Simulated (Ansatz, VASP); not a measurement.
**Y: VASP beside Ansatz**

```
Y
1.0
     0.00000    2.53195    2.53195
     2.53195    0.00000    2.53195
     2.53195    2.53195    0.00000
Y
1
Direct
  0.00000 0.00000 0.00000
```

Alike in both runs: task relaxation of cell and atoms; functional PBE; k mesh 14 × 14 × 14; occupations fermi-dirac, width 0.05 eV; no spin polarisation.

```csv
,VASP,Ansatz
version,VASP 6.6.1,Ansatz 0.2.0
potentials or method,"VASP PAW PBE potentials, release 64 (Y_sv), cutoff 600 eV","all-electron LAPW, scalar-relativistic"
```

|  | VASP | Ansatz | Ansatz less VASP |
| --- | --- | --- | --- |
| relaxed volume (Å³/atom) | 32.35 | 32.46 | +0.109 |
| relaxed length of the cell vector where the two differ most in proportion (Å) | 3.577 | 3.581 | +0.0040 |

Ansatz ran all-electron here, and VASP with PAW potentials.
